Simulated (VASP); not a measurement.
# NaB12 (Fm-3m) in VASP: a series of runs

Runs on NaB12. Level: PBE. Tasks: single point, relaxation of cell and atoms.

All numbers are computed with VASP 6.6.1; they aren't measurements. Logs are shortened: lines on timing, memory, paths and dates and some standing lists are left out, and cuts for length are marked.

## (1) The cell of the first run

It takes space group Fm-3m (No. 225, cubic). Conventional cell: a = 7.361 Å, b = 7.361 Å, c = 7.361 Å, α = 90.00°, β = 90.00°, γ = 90.00°. Within 3.6 Å of Na (site symmetry m-3m) lie 24 B at 2.74 Å. B (site symmetry mm2) has 5 B at 1.69 to 1.76 Å within 2.2 Å.

The cell was generated, and may not be a known phase.

## (2) Single point, PBE

Contents of INCAR:

```
PREC = Accurate
ENCUT = 520
EDIFF = 1E-7
ISMEAR = 0
SIGMA = 0.1
LREAL = False
LASPH = True
NELM = 100
ALGO = Normal
ISIF = 2
LWAVE = False
LCHARG = False
GGA = PE
NBANDS = 34
```

Contents of KPOINTS:

```
Automatic mesh
0
Gamma
  4 4 4
```

Contents of POSCAR:

```
NaB12
1.0
    0.0000000000      3.6805478500      3.6805478500
    3.6805478500      0.0000000000      3.6805478500
    3.6805478500      3.6805478500      0.0000000000
Na B
1 12
Direct
    0.0000000000      0.0000000000      0.0000000000
    0.8375666800      0.1624333200      0.5000000000
    0.1624333200      0.8375666800      0.5000000000
    0.5000000000      0.8375666800      0.1624333200
    0.1624333200      0.5000000000      0.5000000000
    0.5000000000      0.5000000000      0.8375666800
    0.5000000000      0.5000000000      0.1624333200
    0.5000000000      0.8375666800      0.5000000000
    0.1624333200      0.5000000000      0.8375666800
    0.8375666800      0.5000000000      0.5000000000
    0.5000000000      0.1624333200      0.5000000000
    0.8375666800      0.5000000000      0.1624333200
    0.5000000000      0.1624333200      0.8375666800
```

Potentials or basis: VASP PAW PBE potentials, release 64 (Na_pv, B).

Started as:

```console
> cat potpaw_PBE.64/Na_pv/POTCAR potpaw_PBE.64/B/POTCAR > POTCAR
> mpirun -np 1 vasp_std > vasp.out
```

OUTCAR:

```text
PREC = Accurate
   ENCUT = 520
   EDIFF = 1E-7
   ISMEAR = 0
   LREAL = False
   LASPH = True
   NELM = 100
   ISIF = 2
   GGA = PE

 ion  position               nearest neighbor table
   1  0.000  0.000  0.000-
   2  0.838  0.162  0.500-   3 1.69  10 1.76  11 1.76  12 1.76  13 1.76
   3  0.162  0.838  0.500-   2 1.69   4 1.76   5 1.76   8 1.76   9 1.76
   4  0.500  0.838  0.162-  13 1.69   7 1.76   8 1.76  12 1.76   3 1.76
   5  0.162  0.500  0.500-  10 1.69   7 1.76   9 1.76   3 1.76  11 1.76
   6  0.500  0.500  0.838-   7 1.69   8 1.76   9 1.76  10 1.76  13 1.76
   7  0.500  0.500  0.162-   6 1.69   5 1.76   4 1.76  11 1.76  12 1.76
   8  0.500  0.838  0.500-  11 1.69   4 1.76   6 1.76  10 1.76   3 1.76
   9  0.162  0.500  0.838-  12 1.69   5 1.76   6 1.76   3 1.76  13 1.76
  10  0.838  0.500  0.500-   5 1.69   2 1.76   6 1.76   8 1.76  12 1.76
  11  0.500  0.162  0.500-   8 1.69   5 1.76   7 1.76   2 1.76  13 1.76
  12  0.838  0.500  0.162-   9 1.69   4 1.76   7 1.76   2 1.76  10 1.76
  13  0.500  0.162  0.838-   4 1.69   2 1.76   6 1.76   9 1.76  11 1.76

  LATTYP: Found a face centered cubic cell.
 ALAT       =     7.3610957000

  Lattice vectors:

 A1 = (   0.0000000000,   3.6805478500,   3.6805478500)
 A2 = (   3.6805478500,   0.0000000000,   3.6805478500)
 A3 = (   3.6805478500,   3.6805478500,   0.0000000000)

Analysis of symmetry for initial positions (statically):
=====================================================================
 Subroutine PRICEL returns:
 Original cell was already a primitive cell.

 Routine SETGRP: Setting up the symmetry group for a
 face centered cubic supercell.

 Subroutine GETGRP returns: Found 48 space group operations
 (whereof 48 operations were pure point group operations)
 out of a pool of 48 trial point group operations.

The static configuration has the point symmetry O_h .

Analysis of symmetry for dynamics (positions and initial velocities):
=====================================================================
 Subroutine PRICEL returns:
 Original cell was already a primitive cell.

 Routine SETGRP: Setting up the symmetry group for a
 face centered cubic supercell.

 Subroutine GETGRP returns: Found 48 space group operations
 (whereof 48 operations were pure point group operations)
 out of a pool of 48 trial point group operations.

The dynamic configuration has the point symmetry O_h .

 Subroutine INISYM returns: Found 48 space group operations
 (whereof 48 operations are pure point group operations),
 and found     1 'primitive' translations

----------------------------------------------------------------------------------------

                                     Primitive cell

  volume of cell :      99.7166

  direct lattice vectors                    reciprocal lattice vectors
     0.000000000  3.680547850  3.680547850    -0.135849341  0.135849341  0.135849341
     3.680547850  0.000000000  3.680547850     0.135849341 -0.135849341  0.135849341
     3.680547850  3.680547850  0.000000000     0.135849341  0.135849341 -0.135849341

  length of vectors
     5.205080686  5.205080686  5.205080686     0.235297961  0.235297961  0.235297961

  position of ions in fractional coordinates (direct lattice)
     0.000000000  0.000000000  0.000000000
     0.837566680  0.162433320  0.500000000
     0.162433320  0.837566680  0.500000000
     0.500000000  0.837566680  0.162433320
     0.162433320  0.500000000  0.500000000
     0.500000000  0.500000000  0.837566680
     0.500000000  0.500000000  0.162433320
     0.500000000  0.837566680  0.500000000
     0.162433320  0.500000000  0.837566680
     0.837566680  0.500000000  0.500000000
     0.500000000  0.162433320  0.500000000
     0.837566680  0.500000000  0.162433320
     0.500000000  0.162433320  0.837566680

  ion indices of the primitive-cell ions
   primitive index   ion index
                 1           1
                 2           2
                 3           3
                 4           4
                 5           5
                 6           6
                 7           7
                 8           8
                 9           9
                10          10
                11          11
                12          12
                13          13

----------------------------------------------------------------------------------------

 KPOINTS: Automatic mesh

Automatic generation of k-mesh.
 Grid dimensions read from file:
 generate k-points for:    4    4    4

 Generating k-lattice:

  Cartesian coordinates                     Fractional coordinates (reciprocal lattice)
    -0.033962335  0.033962335  0.033962335     0.250000000  0.000000000  0.000000000
     0.033962335 -0.033962335  0.033962335     0.000000000  0.250000000  0.000000000
     0.033962335  0.033962335 -0.033962335     0.000000000  0.000000000  0.250000000

  Length of vectors
     0.058824490  0.058824490  0.058824490

  Shift w.r.t. Gamma in fractional coordinates (k-lattice)
     0.000000000  0.000000000  0.000000000

 Subroutine IBZKPT returns following result:
 ===========================================

 Found      8 irreducible k-points:

 Following reciprocal coordinates:
            Coordinates               Weight
  0.000000  0.000000  0.000000      1.000000
  0.250000  0.000000  0.000000      8.000000
  0.500000  0.000000  0.000000      4.000000
  0.250000  0.250000  0.000000      6.000000
  0.500000  0.250000  0.000000     24.000000
 -0.250000  0.250000  0.000000     12.000000
  0.500000  0.500000  0.000000      3.000000
 -0.250000  0.500000  0.250000      6.000000
   k-points           NKPTS =      8   k-points in BZ     NKDIM =      8   number of bands    NBANDS=     34
   number of dos      NEDOS =    301   number of ions     NIONS =     13
   total plane-waves  NPLWV =  64000
   dimension x,y,z NGX =    40 NGY =   40 NGZ =   40
   dimension x,y,z NGXF=    80 NGYF=   80 NGZF=   80
   ions per type =               1  12
   NGX,Y,Z   is equivalent  to a cutoff of  12.78, 12.78, 12.78 a.u.
   NGXF,Y,Z  is equivalent  to a cutoff of  25.55, 25.55, 25.55 a.u.
 SYSTEM =  unknown system
   PREC   = accura    normal or accurate (medium, high low for compatibility)
   ISTART =      0    job   : 0-new  1-cont  2-samecut
   ICHARG =      2    charge: 1-file 2-atom 10-const
   ISPIN  =      1    spin polarized calculation?
   LNONCOLLINEAR =      F non collinear calculations
   LSORBIT =      F    spin-orbit coupling
   LASPH  =      T    aspherical Exc in radial PAW
   ENCUT  =  520.0 eV  38.22 Ry    6.18 a.u.   9.68  9.68  9.68*2*pi/ulx,y,z
   NELM   =    100;   NELMIN=  2; NELMDL= -5     # of ELM steps
   EDIFF  = 0.1E-06   stopping-criterion for ELM
   LREAL  =      F    real-space projection
   EDIFFG = 0.1E-05   stopping-criterion for IOM
   NSW    =      0    number of steps for IOM
   IBRION =     -1    ionic relax: 0-MD 1-quasi-New 2-CG
   NFREE  =      0    steps in history (QN), initial steepest desc. (CG)
   ISIF   =      2    stress and relaxation
   ISYM   =      2    0-nonsym 1-usesym 2-fastsym
   POTIM  = 0.5000    time-step for ionic-motion
   TEBEG  =    0.0;   TEEND  =   0.0 temperature during run
   PSTRESS=    0.0 pullay stress
   NELECT =      43.0000    total number of electrons
   NUPDOWN=      -1.0000    fix difference up-down
   EMIN   =  10.00;   EMAX   =-10.00  energy-range for DOS
   EFERMI =   0.00;   METHOD = LEGACY
   ISMEAR =     0;   SIGMA  =   0.10  broadening in eV -4-tet -1-fermi 0-gaus
   EFERMI_NEDOS =   21; number of points for ismear=-14 and -15
   IALGO  =     38    algorithm
   IMIX   =      4    mixing-type and parameters
     AMIX     =   0.40;   BMIX     =  1.00
     AMIX_MAG =   1.60;   BMIX_MAG =  1.00
  volume/ion in A,a.u.               =       7.67        51.76
  Fermi-wavevector in a.u.,A,eV,Ry     =   1.236826  2.337262 20.813348  1.529738
  Thomas-Fermi vector in A             =   2.371418
   LORBIT       =      0    0 simple, 1 ext, 2 COOP (PROOUT), +10 PAW based schemes
   GGA     = PE    functional components
   LHFCALC =     F    Hartree Fock is set to
   AEXX    =    0.0000 exact exchange contribution
   IVDW    =     0    specifies the selected vdW correction
   LEPSILON=     F    determine dielectric tensor
   LRPA    =     F    only Hartree local field effects (RPA)
 non-spin polarized calculation
 Gauss-broadening in eV      SIGMA  =   0.10
  energy-cutoff  :      520.00
  volume of cell :       99.72
 maximum number of plane-waves:      2733
 NGX is ok and might be reduce to    40
   NGX = 19   NGY = 19   NGZ = 19

 number of electron      43.0000008 magnetization

 Free energy of the ion-electron system (eV)
  ---------------------------------------------------
  ext. energy  EPLUGINS =         0.00000000
  ---------------------------------------------------
  free energy    TOTEN  =       -80.33955378 eV

  energy without entropy =      -80.32826583  energy(sigma->0) =      -80.33390980

 E-fermi :   4.3940     XC(G=0): -11.4256

 val. band max:        4.3700758114   @ k =   0.2500   0.2500   0.0000
 cond. band min:       4.4885914084   @ k =   0.0000   0.0000   0.0000
 fundamental gap:      0.1185155970
 Fermi energy:         4.3940161122

 k-point     1 :       0.0000    0.0000    0.0000
  band No.  band energies     occupation
      1     -17.6470      2.00000
      2     -17.6470      2.00000
      3     -17.6470      2.00000
      4      -9.5968      2.00000
      5      -4.3801      2.00000
      6      -4.3801      2.00000
[... 25 lines left out ...]
     32      11.6171      0.00000
     33      14.5538      0.00000
[... 220 lines left out ...]
      2     -17.6498      2.00000
      3     -17.6486      2.00000
      4      -8.5836      2.00000
      5      -6.2406      2.00000
      6      -6.2406      2.00000
[... 25 lines left out ...]
     32      12.9354      0.00000
     33      13.0124      0.00000
 [bands above 33 left out]

------------------------ aborting loop because EDIFF is reached ----------------------------------------

  FORCE on cell =-STRESS in cart. coord.  units (eV):
  Direction    XX          YY          ZZ          XY          YZ          ZX
  --------------------------------------------------------------------------------------
  -------------------------------------------------------------------------------------
  Total        5.9739990      5.9739990      5.9739990      0.0000000      0.0000000     -0.0000000
  in kB       95.9860951     95.9860951     95.9860951      0.0000000      0.0000000     -0.0000000
  external PRESSURE =      95.9860951 kB  Pullay stress =       0.0000000 kB

 VOLUME and BASIS-vectors are now :
 -----------------------------------------------------------------------------
  energy-cutoff  :      520.00
  volume of cell :       99.72
      direct lattice vectors                 reciprocal lattice vectors
     0.000000000  3.680547850  3.680547850    -0.135849341  0.135849341  0.135849341
     3.680547850  0.000000000  3.680547850     0.135849341 -0.135849341  0.135849341
     3.680547850  3.680547850  0.000000000     0.135849341  0.135849341 -0.135849341

 POSITION                                       TOTAL-FORCE (eV/Angst)
 -----------------------------------------------------------------------------------
      0.00000      0.00000      0.00000         0.000000      0.000000     -0.000000
      2.43812      4.92298      3.68055         0.190450     -0.190450     -0.000000
      4.92298      2.43812      3.68055        -0.190450      0.190450     -0.000000
      3.68055      2.43812      4.92298         0.000000      0.190450     -0.190450
      3.68055      2.43812      2.43812         0.000000      0.190450      0.190450
      4.92298      4.92298      3.68055        -0.190450     -0.190450     -0.000000
      2.43812      2.43812      3.68055         0.190450      0.190450     -0.000000
      4.92298      3.68055      4.92298        -0.190450      0.000000     -0.190450
      4.92298      3.68055      2.43812        -0.190450      0.000000      0.190450
      3.68055      4.92298      4.92298         0.000000     -0.190450     -0.190450
      2.43812      3.68055      2.43812         0.190450      0.000000      0.190450
      2.43812      3.68055      4.92298         0.190450      0.000000     -0.190450
      3.68055      4.92298      2.43812         0.000000     -0.190450      0.190450
 -----------------------------------------------------------------------------------
    total drift:                               -0.000000      0.000000      0.000000

  FREE ENERGIE OF THE ION-ELECTRON SYSTEM (eV)
  ---------------------------------------------------
  free  energy   TOTEN  =       -80.3395537776 eV

  energy  without entropy=      -80.3282658300  energy(sigma->0) =      -80.33390980
```

Run time: 40 s. Hardware: 1 thread of Oxide Virtual Turin-like, shared host; peak memory 0.2 GiB.

What came out:

```
Free energy            : -80.3396 eV
Pressure               : 9.6 GPa
Largest force          : 0.269 eV/Å
Band gap on the k mesh : zero (an odd number of electrons rules out a gap without spin polarisation)
```

Forces on the atoms (eV/Å):
```
Na   0.000  0.000  0.000
B    0.190 -0.190  0.000
B   -0.190  0.190  0.000
B    0.000  0.190 -0.190
B    0.000  0.190  0.190
B   -0.190 -0.190  0.000
B    0.190  0.190  0.000
B   -0.190  0.000 -0.190
B   -0.190  0.000  0.190
B    0.000 -0.190 -0.190
B    0.190  0.000  0.190
B    0.190  0.000 -0.190
B    0.000 -0.190  0.190
```

Caveat: the k points lie up to 0.37 Å⁻¹ apart, too coarse for converged energies and pressures of a metal.

## (3) Single point, PBE

This run uses another cell than the first one, of 8.03 Å³/atom.

Contents of INCAR:

```
ALGO = Normal
EDIFF = 1E-6
ENCUT = 520
GGA = PE
ISIF = 2
ISMEAR = 0
LASPH = T
LCHARG = T
LELF = T
LREAL = F
LVHAR = T
LWAVE = F
NBANDS = 34
NELM = 60
PREC = Accurate
SIGMA = 0.1
```

Contents of KPOINTS:

```
k-points
0
Gamma
  4 4 4
```

Contents of POSCAR:

```
NaB12
1.0
    0.0000000000      3.7364442769      3.7364442769
    3.7364442769      0.0000000000      3.7364442769
    3.7364442769      3.7364442769      0.0000000000
Na B
1 12
Direct
    0.0000000000      0.0000000000      0.0000000000
    0.8359042413      0.1640957587      0.5000000000
    0.1640957587      0.8359042413      0.5000000000
    0.5000000000      0.8359042413      0.1640957587
    0.1640957587      0.5000000000      0.5000000000
    0.5000000000      0.5000000000      0.8359042413
    0.5000000000      0.5000000000      0.1640957587
    0.5000000000      0.8359042413      0.5000000000
    0.1640957587      0.5000000000      0.8359042413
    0.8359042413      0.5000000000      0.5000000000
    0.5000000000      0.1640957587      0.5000000000
    0.8359042413      0.5000000000      0.1640957587
    0.5000000000      0.1640957587      0.8359042413
```

Potentials or basis: VASP PAW PBE potentials, release 64 (Na_pv, B).

Started as:

```console
> cat potpaw_PBE.64/Na_pv/POTCAR potpaw_PBE.64/B/POTCAR > POTCAR
> mpirun -np 1 vasp_std > vasp.out
```

Wall time 49 s (1 thread of Oxide Virtual Turin-like, shared host); peak memory 0.2 GiB.

The run converged. Its results:

* Free energy: -80.4944 eV
* Pressure: 0.4 GPa
* Largest force: 0.007 eV/Å
* Band gap on the k mesh: zero (an odd number of electrons rules out a gap without spin polarisation)

Forces on the atoms (eV/Å):
```
Na   0.000  0.000  0.000
B   -0.005  0.005  0.000
B    0.005 -0.005  0.000
B    0.000 -0.005  0.005
B    0.000 -0.005 -0.005
B    0.005  0.005  0.000
B   -0.005 -0.005  0.000
B    0.005  0.000  0.005
B    0.005  0.000 -0.005
B    0.000  0.005  0.005
B   -0.005  0.000 -0.005
B   -0.005  0.000  0.005
B    0.000  0.005 -0.005
```

Levels at points of the mesh, in eV from the Fermi level:
| k point | band 18 | band 19 | band 20 | band 21 | band 22 | band 23 | band 24 | band 25 | band 26 | band 27 |
| --- | --- | --- | --- | --- | --- | --- | --- | --- | --- | --- |
| (0.00, 0.00, 0.00) | 0.08 | 0.08 | 0.08 | 0.64 | 0.64 | 4.68 | 4.68 | 4.68 | 6.34 | 6.60 |
| (0.50, 0.00, 0.00) | -2.07 | -0.21 | -0.21 | 0.19 | 0.19 | 3.23 | 3.23 | 4.50 | 5.62 | 5.62 |
| (0.50, 0.50, 0.00) | -2.18 | -0.61 | -0.61 | -0.33 | -0.10 | 1.48 | 1.48 | 5.52 | 6.29 | 6.29 |

Caveat: the k points lie up to 0.36 Å⁻¹ apart, too coarse for converged energies and pressures of a metal.

## (4) Relaxation of cell and atoms, PBE

Contents of INCAR:

```
PREC = Accurate
ENCUT = 600
EDIFF = 1E-6
ISMEAR = 0
SIGMA = 0.1
LREAL = F
LASPH = T
NELM = 80
ALGO = Fast
ISIF = 3
LWAVE = F
LCHARG = F
GGA = PE
IBRION = 2
NSW = 90
EDIFFG = -0.04
```

Contents of KPOINTS:

```
Automatic mesh
0
Gamma
  4 4 4
```

Contents of POSCAR:

```
NaB12
1.0
    0.0000000000      3.6805478500      3.6805478500
    3.6805478500      0.0000000000      3.6805478500
    3.6805478500      3.6805478500      0.0000000000
Na B
1 12
Direct
    0.0000000000      0.0000000000      0.0000000000
    0.8375666800      0.1624333200      0.5000000000
    0.1624333200      0.8375666800      0.5000000000
    0.5000000000      0.8375666800      0.1624333200
    0.1624333200      0.5000000000      0.5000000000
    0.5000000000      0.5000000000      0.8375666800
    0.5000000000      0.5000000000      0.1624333200
    0.5000000000      0.8375666800      0.5000000000
    0.1624333200      0.5000000000      0.8375666800
    0.8375666800      0.5000000000      0.5000000000
    0.5000000000      0.1624333200      0.5000000000
    0.8375666800      0.5000000000      0.1624333200
    0.5000000000      0.1624333200      0.8375666800
```

Started as:

```console
> cat potpaw_PBE.64/Na_pv/POTCAR potpaw_PBE.64/B/POTCAR > POTCAR
> mpirun -np 1 vasp_std > vasp.out
```

Run time: 1.9 min. Hardware: 1 thread of Oxide Virtual Turin-like, shared host; peak memory 0.22 GiB.

Results (log left out):

- Free energy: -80.5009 eV
- Relaxed volume: 8.04 Å³/atom
- Relaxed cell: a = 5.287 Å, b = 5.287 Å, c = 5.287 Å, α = 60.00°, β = 60.00°, γ = 60.00°
- Space group after relaxing (to 0.1 Å): Fm-3m (No. 225)
- Energy gained by relaxing: 11.7 meV/atom
- Ionic steps: 3
- Pressure after relaxing: 0.1 GPa
- Largest force after relaxing: 0.028 eV/Å
- Band gap on the k mesh: zero (an odd number of electrons rules out a gap without spin polarisation)

Forces in eV/Å, atoms in the order of the input:
```
Na   0.000  0.000  0.000
B   -0.020  0.020  0.000
B    0.020 -0.020  0.000
B    0.000 -0.020  0.020
B    0.000 -0.020 -0.020
B    0.020  0.020  0.000
B   -0.020 -0.020  0.000
B    0.020  0.000  0.020
B    0.020  0.000 -0.020
B    0.000  0.020  0.020
B   -0.020  0.000 -0.020
B   -0.020  0.000  0.020
B    0.000  0.020 -0.020
```

Step by step:
```
step  energy change (eV)  largest force (eV/Å)  pressure (GPa)  volume (Å³)
   1              0.0000                0.2679            9.57        99.72
   2             -0.1284                0.1175           -3.23       106.48
   3             -0.1515                0.0281            0.12       104.50
```

Final structure:
```
CELL_PARAMETERS angstrom
0.00000 3.73843 3.73843
3.73843 0.00000 3.73843
3.73843 3.73843 0.00000
ATOMIC_POSITIONS crystal
Na 0.00000 0.00000 0.00000
B 0.83579 0.16421 0.50000
B 0.16421 0.83579 0.50000
B 0.50000 0.83579 0.16421
B 0.16421 0.50000 0.50000
B 0.50000 0.50000 0.83579
B 0.50000 0.50000 0.16421
B 0.50000 0.83579 0.50000
B 0.16421 0.50000 0.83579
B 0.83579 0.50000 0.50000
B 0.50000 0.16421 0.50000
B 0.83579 0.50000 0.16421
B 0.50000 0.16421 0.83579
```

Levels at points of the mesh, in eV from the Fermi level:
```tsv
k point	band 20	band 21	band 22	band 23	band 24	band 25
(0.00, 0.00, 0.00)	0.08	0.64	0.64	4.67	4.67	4.67
(0.50, 0.00, 0.00)	-0.21	0.19	0.19	3.23	3.23	4.49
(0.50, 0.50, 0.00)	-0.62	-0.32	-0.11	1.49	1.49	5.51
```

Caveat: the k points lie up to 0.36 Å⁻¹ apart in the final cell, too coarse for converged energies and pressures of a metal.

[end of part 1 of 2]

The gap in the log of VASP goes by the Fermi energy; the results here count the filled bands.